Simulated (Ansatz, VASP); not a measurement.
**Na: VASP beside Ansatz**

```
Na
1.0
     3.86185    0.00000    0.00000
    -1.93093    3.34446    0.00000
     0.00000    0.00000    6.30641
Na
2
Cartesian
  0.0000 2.2296 1.5766
  1.9309 1.1148 4.7298
```

Alike in both runs: task single point; functional r2SCAN; k mesh 11 × 11 × 6; occupations fermi-dirac, width 0.1 eV; no spin polarisation.

|  | VASP | Ansatz |
| --- | --- | --- |
| version | VASP 6.6.1 | Ansatz 0.2.0 |
| potentials or method | VASP PAW PBE potentials, release 64 (Na_pv), cutoff 520 eV | plane waves (500 eV) with PAW, scalar-relativistic |
| valence electrons in the cell | 14 | 18 |

Ansatz gave:

- pressure (GPa): -0.5
- traceless stress, the component that is largest in VASP (GPa): 0.10

Question: Estimate VASP's values.

Answer: Pressure (GPa): -0.4; traceless stress, the component that is largest in VASP (GPa): 0.09.

VASP's potentials were made for PBE, not for r2SCAN. The functional is the same, so the differences come from potentials, cutoffs and numerics. VASP's potentials hold 14 valence electrons a cell and Ansatz's 18, so a difference there can come from the potentials and not from the codes.
